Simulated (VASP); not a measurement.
# CoSi in VASP: single point with PBE

Aim: the single point of CoSi with PBE.

Program: VASP 6.6.1. These are calculated values, not measurements. Logs are shortened: lines on timing, memory, paths and dates and some standing lists are left out, and cuts for length are marked.

### Step 1. The cell of the first run

The cell holds a slab with vacuum, 20 atoms: a = 4.431 Å, b = 4.431 Å, c = 24.792 Å, α = 90.00°, β = 90.00°, γ = 90.00°.

### Step 2. Single point, PBE

INCAR

```
ALGO = Normal
DIPOL = 0.5 0.5 0.500
EDIFF = 1E-6
ENCUT = 520
GGA = PE
IDIPOL = 3
ISIF = 2
ISMEAR = 0
LASPH = T
LCHARG = T
LDIPOL = T
LELF = T
LREAL = Auto
LVACPOTAV = T
LVHAR = T
LWAVE = F
NBANDS = 81
NELM = 60
PREC = Accurate
SIGMA = 0.1
```

KPOINTS

```
k-points
0
Gamma
  8 8 1
```

POSCAR

```
CoSi
1.0
    4.4308490675      0.0000000000      0.0000000000
    0.0000000000      4.4308490675      0.0000000000
    0.0000000000      0.0000000000     24.7920088446
Co Si
10 10
Direct
    0.8549810878      0.8549810878      0.3025168330
    0.1450189122      0.3549810878      0.3400414530
    0.6450189122      0.1450189122      0.3918772615
    0.3549810878      0.6450189122      0.4294018815
    0.8549810878      0.8549810878      0.4812376900
    0.1450189122      0.3549810878      0.5187623100
    0.6450189122      0.1450189122      0.5705981185
    0.3549810878      0.6450189122      0.6081227385
    0.8549810878      0.8549810878      0.6599585470
    0.1450189122      0.3549810878      0.6974831670
    0.6568402896      0.3431597104      0.3046295597
    0.3431597104      0.8431597104      0.3379287263
    0.8431597104      0.6568402896      0.3939899882
    0.1568402896      0.1568402896      0.4272891548
    0.6568402896      0.3431597104      0.4833504167
    0.3431597104      0.8431597104      0.5166495833
    0.8431597104      0.6568402896      0.5727108452
    0.1568402896      0.1568402896      0.6060100118
    0.6568402896      0.3431597104      0.6620712737
    0.3431597104      0.8431597104      0.6953704403
```

Potentials or basis: VASP PAW PBE potentials, release 64 (Co, Si).

The run is started by

```bash
cat potpaw_PBE.64/Co/POTCAR potpaw_PBE.64/Si/POTCAR > POTCAR
mpirun -np 1 vasp_std > vasp.out
```

OUTCAR:

```text
EDIFF = 1E-6
   ENCUT = 520
   GGA = PE
   ISIF = 2
   ISMEAR = 0
   LASPH = T
   LREAL = Auto
   NELM = 60
   PREC = Accurate

 ion  position               nearest neighbor table
   1  0.855  0.855  0.303-  11 2.34  12 2.34  13 2.43  11 2.43  12 2.43   3 2.72   2 2.72   2 2.72

   2  0.145  0.355  0.340-  13 2.32  14 2.34  12 2.34  11 2.34  12 2.43  11 2.43   3 2.72   3 2.72
                             4 2.72   1 2.72   1 2.72
   3  0.645  0.145  0.392-  12 2.32  11 2.34  13 2.34  14 2.34  15 2.43  13 2.43  14 2.43   2 2.72
                             2 2.72   1 2.72   5 2.72   4 2.72   4 2.72
   4  0.355  0.645  0.429-  15 2.32  16 2.34  14 2.34  13 2.34  12 2.43  14 2.43  13 2.43   5 2.72
                             5 2.72   6 2.72   2 2.72   3 2.72   3 2.72
   5  0.855  0.855  0.481-  14 2.32  13 2.34  15 2.34  16 2.34  17 2.43  15 2.43  16 2.43   4 2.72
                             4 2.72   3 2.72   7 2.72   6 2.72   6 2.72
   6  0.145  0.355  0.519-  17 2.32  18 2.34  16 2.34  15 2.34  14 2.43  16 2.43  15 2.43   7 2.72
                             7 2.72   8 2.72   4 2.72   5 2.72   5 2.72
   7  0.645  0.145  0.571-  16 2.32  15 2.34  17 2.34  18 2.34  19 2.43  17 2.43  18 2.43   6 2.72
                             6 2.72   5 2.72   9 2.72   8 2.72   8 2.72
   8  0.355  0.645  0.608-  19 2.32  20 2.34  18 2.34  17 2.34  16 2.43  18 2.43  17 2.43   9 2.72
                             9 2.72  10 2.72   6 2.72   7 2.72   7 2.72
   9  0.855  0.855  0.660-  18 2.32  17 2.34  19 2.34  20 2.34  19 2.43  20 2.43   8 2.72   8 2.72
                             7 2.72  10 2.72  10 2.72
  10  0.145  0.355  0.697-  20 2.34  19 2.34  18 2.43  20 2.43  19 2.43   8 2.72   9 2.72   9 2.72

  11  0.657  0.343  0.305-   3 2.34   1 2.34   2 2.34   1 2.43   2 2.43  13 2.74  12 2.74  12 2.74

  12  0.343  0.843  0.338-   3 2.32   2 2.34   1 2.34   4 2.43   2 2.43   1 2.43  13 2.74  13 2.74
                            14 2.74  11 2.74  11 2.74
  13  0.843  0.657  0.394-   2 2.32   5 2.34   3 2.34   4 2.34   1 2.43   3 2.43   4 2.43  12 2.74
                            12 2.74  11 2.74  15 2.74  14 2.74  14 2.74
  14  0.157  0.157  0.427-   5 2.32   2 2.34   4 2.34   3 2.34   6 2.43   4 2.43   3 2.43  15 2.74
                            15 2.74  16 2.74  12 2.74  13 2.74  13 2.74
  15  0.657  0.343  0.483-   4 2.32   7 2.34   5 2.34   6 2.34   3 2.43   5 2.43   6 2.43  14 2.74
                            14 2.74  13 2.74  17 2.74  16 2.74  16 2.74
  16  0.343  0.843  0.517-   7 2.32   4 2.34   6 2.34   5 2.34   8 2.43   6 2.43   5 2.43  17 2.74
                            17 2.74  18 2.74  14 2.74  15 2.74  15 2.74
  17  0.843  0.657  0.573-   6 2.32   9 2.34   7 2.34   8 2.34   5 2.43   7 2.43   8 2.43  16 2.74
                            16 2.74  15 2.74  19 2.74  18 2.74  18 2.74
  18  0.157  0.157  0.606-   9 2.32   6 2.34   8 2.34   7 2.34  10 2.43   8 2.43   7 2.43  19 2.74
                            19 2.74  20 2.74  16 2.74  17 2.74  17 2.74
  19  0.657  0.343  0.662-   8 2.32   9 2.34  10 2.34   7 2.43   9 2.43  10 2.43  18 2.74  18 2.74
                            17 2.74  20 2.74  20 2.74
  20  0.343  0.843  0.695-   8 2.34  10 2.34   9 2.34  10 2.43   9 2.43  18 2.74  19 2.74  19 2.74

  LATTYP: Found a simple tetragonal cell.
 ALAT       =     4.4308490675
 C/A-ratio  =     5.5953178425

  Lattice vectors:

 A1 = (   4.4308490675,   0.0000000000,   0.0000000000)
 A2 = (   0.0000000000,   4.4308490675,   0.0000000000)
 A3 = (   0.0000000000,   0.0000000000,  24.7920088446)

Analysis of symmetry for initial positions (statically):
=====================================================================
 Subroutine PRICEL returns:
 Original cell was already a primitive cell.

 Routine SETGRP: Setting up the symmetry group for a
 simple tetragonal supercell.

 Subroutine GETGRP returns: Found  2 space group operations
 (whereof  1 operations were pure point group operations)
 out of a pool of 16 trial point group operations.

The static configuration has the point symmetry C_1 .
 The point group associated with its full space group is C_2 .

Analysis of symmetry for dynamics (positions and initial velocities):
=====================================================================
 Subroutine PRICEL returns:
 Original cell was already a primitive cell.

 Routine SETGRP: Setting up the symmetry group for a
 simple tetragonal supercell.

 Subroutine GETGRP returns: Found  2 space group operations
 (whereof  1 operations were pure point group operations)
 out of a pool of 16 trial point group operations.

The dynamic configuration has the point symmetry C_1 .
 The point group associated with its full space group is C_2 .

 Subroutine INISYM returns: Found  2 space group operations
 (whereof  1 operations are pure point group operations),
 and found     1 'primitive' translations

----------------------------------------------------------------------------------------

                                     Primitive cell

  volume of cell :     486.7272

  direct lattice vectors                    reciprocal lattice vectors
     4.430849067  0.000000000  0.000000000     0.225690378  0.000000000  0.000000000
     0.000000000  4.430849067  0.000000000     0.000000000  0.225690378  0.000000000
     0.000000000  0.000000000 24.792008845     0.000000000  0.000000000  0.040335578

  length of vectors
     4.430849067  4.430849067 24.792008845     0.225690378  0.225690378  0.040335578

  position of ions in fractional coordinates (direct lattice)
     0.854981088  0.854981088  0.302516833
     0.145018912  0.354981088  0.340041453
     0.645018912  0.145018912  0.391877261
     0.354981088  0.645018912  0.429401881
     0.854981088  0.854981088  0.481237690
     0.145018912  0.354981088  0.518762310
[... 12 lines left out ...]
     0.656840290  0.343159710  0.662071274
     0.343159710  0.843159710  0.695370440

  ion indices of the primitive-cell ions
   primitive index   ion index
                 1           1
                 2           2
                 3           3
                 4           4
                 5           5
                 6           6
[... 12 lines left out ...]
                19          19
                20          20

----------------------------------------------------------------------------------------

 KPOINTS: k-points

Automatic generation of k-mesh.
 Grid dimensions read from file:
 generate k-points for:    8    8    1

 Generating k-lattice:

  Cartesian coordinates                     Fractional coordinates (reciprocal lattice)
     0.028211297  0.000000000  0.000000000     0.125000000  0.000000000  0.000000000
     0.000000000  0.028211297  0.000000000     0.000000000  0.125000000  0.000000000
     0.000000000  0.000000000  0.040335578     0.000000000  0.000000000  1.000000000

  Length of vectors
     0.028211297  0.028211297  0.040335578

  Shift w.r.t. Gamma in fractional coordinates (k-lattice)
     0.000000000  0.000000000  0.000000000

 Subroutine IBZKPT returns following result:
 ===========================================

 Found     25 irreducible k-points:

 Following reciprocal coordinates:
            Coordinates               Weight
  0.000000  0.000000  0.000000      1.000000
  0.125000  0.000000  0.000000      2.000000
  0.000000  0.125000  0.000000      2.000000
  0.250000  0.000000  0.000000      2.000000
  0.000000  0.250000  0.000000      2.000000
  0.375000  0.000000  0.000000      2.000000
[... 16 lines left out ...]
  0.500000  0.375000  0.000000      2.000000
 -0.375000  0.500000  0.000000      2.000000
   k-points           NKPTS =     25   k-points in BZ     NKDIM =     25   number of bands    NBANDS=     81
   number of dos      NEDOS =    301   number of ions     NIONS =     20
   total plane-waves  NPLWV = 248832
   dimension x,y,z NGX =    36 NGY =   36 NGZ =  192
   dimension x,y,z NGXF=    72 NGYF=   72 NGZF=  384
   ions per type =              10  10
   NGX,Y,Z   is equivalent  to a cutoff of  13.51, 13.51, 12.87 a.u.
   NGXF,Y,Z  is equivalent  to a cutoff of  27.01, 27.01, 25.75 a.u.
 SYSTEM =  unknown system
   PREC   = accura    normal or accurate (medium, high low for compatibility)
   ISTART =      0    job   : 0-new  1-cont  2-samecut
   ICHARG =      2    charge: 1-file 2-atom 10-const
   ISPIN  =      1    spin polarized calculation?
   LNONCOLLINEAR =      F non collinear calculations
   LSORBIT =      F    spin-orbit coupling
   LASPH  =      T    aspherical Exc in radial PAW
   ENCUT  =  520.0 eV  38.22 Ry    6.18 a.u.   8.24  8.24 46.10*2*pi/ulx,y,z
   NELM   =     60;   NELMIN=  2; NELMDL= -5     # of ELM steps
   EDIFF  = 0.1E-05   stopping-criterion for ELM
   LREAL  =      T    real-space projection
   EDIFFG = 0.1E-04   stopping-criterion for IOM
   NSW    =      0    number of steps for IOM
   IBRION =     -1    ionic relax: 0-MD 1-quasi-New 2-CG
   NFREE  =      0    steps in history (QN), initial steepest desc. (CG)
   ISIF   =      2    stress and relaxation
   ISYM   =      2    0-nonsym 1-usesym 2-fastsym
   POTIM  = 0.5000    time-step for ionic-motion
   TEBEG  =    0.0;   TEEND  =   0.0 temperature during run
   PSTRESS=    0.0 pullay stress
   NELECT =     130.0000    total number of electrons
   NUPDOWN=      -1.0000    fix difference up-down
   EMIN   =  10.00;   EMAX   =-10.00  energy-range for DOS
   EFERMI =   0.00;   METHOD = LEGACY
   ISMEAR =     0;   SIGMA  =   0.10  broadening in eV -4-tet -1-fermi 0-gaus
   EFERMI_NEDOS =   21; number of points for ismear=-14 and -15
   IALGO  =     38    algorithm
   IMIX   =      4    mixing-type and parameters
     AMIX     =   0.40;   BMIX     =  1.00
     AMIX_MAG =   1.60;   BMIX_MAG =  1.00
  volume/ion in A,a.u.               =      24.34       164.23
  Fermi-wavevector in a.u.,A,eV,Ry     =   1.054292  1.992322 15.123294  1.111531
  Thomas-Fermi vector in A             =   2.189446
   LORBIT       =      0    0 simple, 1 ext, 2 COOP (PROOUT), +10 PAW based schemes
   GGA     = PE    functional components
   LHFCALC =     F    Hartree Fock is set to
   AEXX    =    0.0000 exact exchange contribution
   IVDW    =     0    specifies the selected vdW correction
   LEPSILON=     F    determine dielectric tensor
   LRPA    =     F    only Hartree local field effects (RPA)
 non-spin polarized calculation
 Gauss-broadening in eV      SIGMA  =   0.10
  energy-cutoff  :      520.00
  volume of cell :      486.73
 maximum number of plane-waves:     13142
 NGX is ok and might be reduce to    36
   NGX = 17   NGY = 17   NGZ = 93

 number of electron     130.0000007 magnetization

 dipolmoment           0.000000      0.000000      0.000000 electrons x Angstroem

 Free energy of the ion-electron system (eV)
  ---------------------------------------------------
  ext. energy  EPLUGINS =         0.00000000
  ---------------------------------------------------
  free energy    TOTEN  =      -131.80789131 eV

  energy without entropy =     -131.76326607  energy(sigma->0) =     -131.78557869

 E-fermi :   2.9394     XC(G=0):  -6.6126

 val. band max:        2.9337400353   @ k =  -0.1250   0.3750   0.0000
 cond. band min:       2.9553992077   @ k =   0.5000   0.1250   0.0000
 fundamental gap:      0.0216591724
 Fermi energy:         2.9393688633

 k-point     1 :       0.0000    0.0000    0.0000
  band No.  band energies     occupation
      1     -10.4823      2.00000
      2      -9.6349      2.00000
      3      -8.4009      2.00000
      4      -6.9448      2.00000
      5      -5.5786      2.00000
      6      -5.0719      2.00000
[... 69 lines left out ...]
     76       5.2605      0.00000
     77       5.3230      0.00000
[... 1838 lines left out ...]
     76       5.8360      0.00000
     77       6.5383      0.00000

 [... further k-points ...]

 [bands above 77 left out]

------------------------ aborting loop because EDIFF is reached ----------------------------------------

  FORCE on cell =-STRESS in cart. coord.  units (eV):
  Direction    XX          YY          ZZ          XY          YZ          ZX
  --------------------------------------------------------------------------------------
  -------------------------------------------------------------------------------------
  Total       -9.0261800     -9.1613731     -2.8679738      0.0000000      0.0000000      1.1125840
  in kB      -29.7117986    -30.1568183     -9.4406117      0.0000000      0.0000000      3.6623325
  external PRESSURE =     -23.1030762 kB  Pullay stress =       0.0000000 kB

 VOLUME and BASIS-vectors are now :
 -----------------------------------------------------------------------------
  energy-cutoff  :      520.00
  volume of cell :      486.73
      direct lattice vectors                 reciprocal lattice vectors
     4.430849067  0.000000000  0.000000000     0.225690378  0.000000000  0.000000000
     0.000000000  4.430849067  0.000000000     0.000000000  0.225690378  0.000000000
     0.000000000  0.000000000 24.792008845     0.000000000  0.000000000  0.040335578

 POSITION                                       TOTAL-FORCE (eV/Angst)
 -----------------------------------------------------------------------------------
      3.78829      3.78829      7.50000        -0.565356     -0.289580      1.082498
      0.64256      1.57287      8.43031         0.397721     -0.057964      0.186200
      2.85798      0.64256      9.71542         0.059174      0.070182      0.341772
      1.57287      2.85798     10.64574         0.073871     -0.008069     -0.008883
      3.78829      3.78829     11.93085        -0.029150     -0.042994      0.124434
      0.64256      1.57287     12.86116         0.029150     -0.042994     -0.124434
[... 12 lines left out ...]
      2.91036      1.52049     16.41408         0.097124     -0.077245      0.967278
      1.52049      3.73591     17.23963        -0.168980      0.479432      0.035400
 -----------------------------------------------------------------------------------
    total drift:                                0.000000     -0.003969     -0.000002

  FREE ENERGIE OF THE ION-ELECTRON SYSTEM (eV)
  ---------------------------------------------------
  free  energy   TOTEN  =      -131.8078913134 eV

  energy  without entropy=     -131.7632660666  energy(sigma->0) =     -131.78557869

 vacuum level on the upper side and lower side of the slab         7.449         7.449
```

It took 35 min on 1 thread of AMD EPYC 9R45 (Zen 5), shared host; peak memory 0.87 GiB.

What came out:

* Free energy: -131.8079 eV
* Largest force: 1.255 eV/Å
* Band gap on the k mesh: zero (band 65 reaches 3.13 eV, above the bottom of band 66 at 2.80 eV)

Forces on the atoms (eV/Å):
```
Co  -0.565 -0.290  1.082
Co   0.398 -0.058  0.186
Co   0.059  0.070  0.342
Co   0.074 -0.008 -0.009
Co  -0.029 -0.043  0.124
Co   0.029 -0.043 -0.124
Co  -0.074 -0.008  0.009
Co  -0.059  0.070 -0.342
Co  -0.398 -0.058 -0.186
Co   0.565 -0.290 -1.082
Si   0.169  0.479 -0.035
Si  -0.097 -0.077 -0.967
Si  -0.002 -0.051 -0.454
Si  -0.033 -0.006 -0.174
Si   0.021 -0.017 -0.006
Si  -0.021 -0.017  0.006
Si   0.033 -0.006  0.174
Si   0.002 -0.051  0.454
Si   0.097 -0.077  0.967
Si  -0.169  0.479  0.035
```

Levels at points of the mesh, in eV from the Fermi level:
```
           k point  band 63  band 64  band 65  band 66  band 67  band 68
(0.00, 0.00, 0.00)    -0.24    -0.15    -0.04     0.35     0.45     0.54
(0.50, 0.00, 0.00)    -0.27    -0.18    -0.17    -0.14     0.07     0.56
(0.00, 0.50, 0.00)    -0.29    -0.29     0.14     0.14     0.67     0.67
(0.50, 0.50, 0.00)    -0.24    -0.24    -0.07    -0.07     0.17     0.17
```

Spin polarisation is off, so any magnetic state and its effect on volume and gap are missing.
